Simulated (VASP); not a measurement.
# AlN: single point with PBE

The system is AlN.

```
Al N
1.0
     0.00000    2.14118    2.22857
     2.14118    0.00000    2.22857
     2.14118    2.14118    0.00000
Al N
1 1
Direct
  0.00000 0.00000 0.00000
  0.25000 0.25000 0.25000
```

This cell differs from its parent crystal: epitaxial xy strain -2.0%.

```yaml
Program: VASP 6.6.1
Task: single point
Functional: PBE
Potentials_or_basis: VASP PAW PBE potentials, release 64 (Al, N)
Cutoff: 520 eV
k_mesh: 6 × 6 × 6
Occupations: gaussian, width 0.01 eV
Spin: no spin polarisation
```

| Item | Value |
| --- | --- |
| Pressure | 8.7 GPa |
| Band gap on the k mesh | 3.21 eV, indirect (least direct gap 4.30 eV) |

Stress tensor (GPa, compression positive):
```
10.68  0.00  0.00
 0.00 10.68  0.00
 0.00  0.00  4.77
```

Levels at points of the mesh, in eV from the valence-band top:
```csv
k point,band 1,band 2,band 3,band 4,band 5,band 6,band 7,band 8
"(0.00, 0.00, 0.00)",-15.16,-0.18,0.00,0.00,4.30,12.68,12.68,12.72
"(0.50, 0.00, 0.00)",-13.05,-6.00,-0.72,-0.37,7.42,9.93,10.93,11.58
"(0.50, 0.50, 0.00)",-12.52,-5.28,-1.63,-1.63,3.40,9.07,13.67,16.13
"(0.50, 0.00, 0.50)",-12.34,-4.90,-1.97,-1.96,3.21,8.46,14.38,15.19
```

Wall time 7.9 s on 1 thread of Intel Xeon 8259CL, on a shared host, peak memory 0.13 GiB.

Caveat: the cell differs from its parent crystal (epitaxial xy strain -2.0%). A k mesh can miss the band edges.
